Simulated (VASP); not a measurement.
Set up this calculation in VASP 6.6.1, as the native input.

```yaml
Task: single point
Functional: r2SCAN
Potentials_or_basis: VASP PAW PBE potentials, release 64 (Ga_d, N)
Cutoff: 520 eV
k_mesh: 12 × 12 × 12
Occupations: gaussian, width 0.05 eV
Spin: no spin polarisation
Dipole_correction: no
Further_INCAR_settings: ALGO = Normal; EDIFF = 1e-06; NBANDS = 16
```

The system is GaN.

```
CELL_PARAMETERS angstrom
0.00000 2.46495 1.60222
2.46495 0.00000 1.60222
2.46495 2.46495 0.00000
ATOMIC_POSITIONS crystal
Ga 0.00000 0.00000 0.00000
N 0.50000 0.50000 0.50000
```

This cell differs from its parent crystal: ratio of the length along z to the lengths across it x 0.65, volume and fractional coordinates fixed.

One way to write it, as run:

POSCAR

```
GaN
1.0
    0.0000000000      2.4649487501      1.6022166876
    2.4649487501      0.0000000000      1.6022166876
    2.4649487501      2.4649487501      0.0000000000
Ga N
1 1
Direct
    0.0000000000      0.0000000000      0.0000000000
    0.5000000000      0.5000000000      0.5000000000
```

INCAR.step1

```
  PREC = Accurate
  ENCUT = 520
  ISMEAR = 0
  SIGMA = 0.05
  LREAL = False
  LASPH = True
  NELM = 100
  NBANDS = 16
  GGA = PE
  ALGO = Normal
  EDIFF = 1E-4
  LWAVE = True
  LCHARG = False
```

INCAR.step2

```
  PREC = Accurate
  ENCUT = 520
  EDIFF = 1E-6
  ISMEAR = 0
  SIGMA = 0.05
  LREAL = False
  LASPH = True
  NELM = 100
  ALGO = Normal
  ISIF = 2
  LWAVE = False
  LCHARG = True
  METAGGA = R2SCAN
  LMIXTAU = True
  LELF = True
  LVHAR = True
  NBANDS = 16
  ISTART = 1
```

KPOINTS

```
regular mesh
0
Gamma
  12 12 12
```

Potentials or basis: VASP PAW PBE potentials, release 64 (Ga_d, N).

The run is started by

```sh
$ cat potpaw_PBE.64/Ga_d/POTCAR potpaw_PBE.64/N/POTCAR > POTCAR
$ cp INCAR.step1 INCAR
$ mpirun -np 1 vasp_std > vasp.out
$ cp INCAR.step2 INCAR
$ mpirun -np 1 vasp_std > vasp.out
```

It gave:

| Item | Value |
| --- | --- |
| Pressure | 78.5 GPa |
| Band gap on the k mesh | 3.83 eV (least direct gap 4.00 eV) |

Caveat: the stress differs along the axes, from 14 to 207 GPa; the PAW data sets were made with another functional, which shifts forces and pressure a little.

It took 6 min on 1 thread of Intel Xeon 8259CL, with other jobs on the host, peak memory 0.19 GiB.
